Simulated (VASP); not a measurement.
Here is a VASP 6.6.1 calculation.

The input INCAR:

```
SYSTEM = RuF3
PREC = Accurate ; ENCUT = 520
EDIFF = 1E-6 ; ISMEAR = -1
SIGMA = 0.1 ; LREAL = .False.
LASPH = .True. ; NELM = 100
ALGO = Normal ; ISIF = 2
LWAVE = .False. ; LCHARG = .False.
GGA = PE ; NBANDS = 45
```

File KPOINTS:

```
regular mesh
0
Gamma
  3 4 3
  0 0 0
```

File POSCAR:

```
RuF3
1.0
    5.3405630000     -0.0590440000      0.0267420000
   -0.0406400000      4.2846380000     -0.4985620000
    0.0506770000      0.5683580000      4.4377390000
Ru F
2 6
Direct
    0.5597094706      0.4544739034      0.0666205623
    0.0341277414      0.1658341990      0.2904305517
    0.4102280873      0.8975843329      0.3214058151
    0.1121010391      0.6470000858      1.0056913781
    0.4621000202      0.9665473368      0.9066482492
    0.8808123874      0.0404649979      0.7601367781
    0.4745807732      0.3184884217      0.5049204078
    0.6753774019      0.6085033189      0.6317858462
```

Potentials or basis: VASP PAW PBE potentials, release 64 (Ru_pv, F).

The run is started by

```console
$ cat potpaw_PBE.64/Ru_pv/POTCAR potpaw_PBE.64/F/POTCAR > POTCAR
$ mpirun -np 1 vasp_std > vasp.out
```

(1) What does it give for the largest force?

(2) Predict the band gap on the k mesh.

(3) Estimate the pressure.

## Answers

(1) 4.305 eV/Å.

(2) zero (band 35 reaches 2.13 eV, above the bottom of band 36 at 1.97 eV).

(3) -4.3 GPa.

Caveat: the k points lie up to 0.47 Å⁻¹ apart.
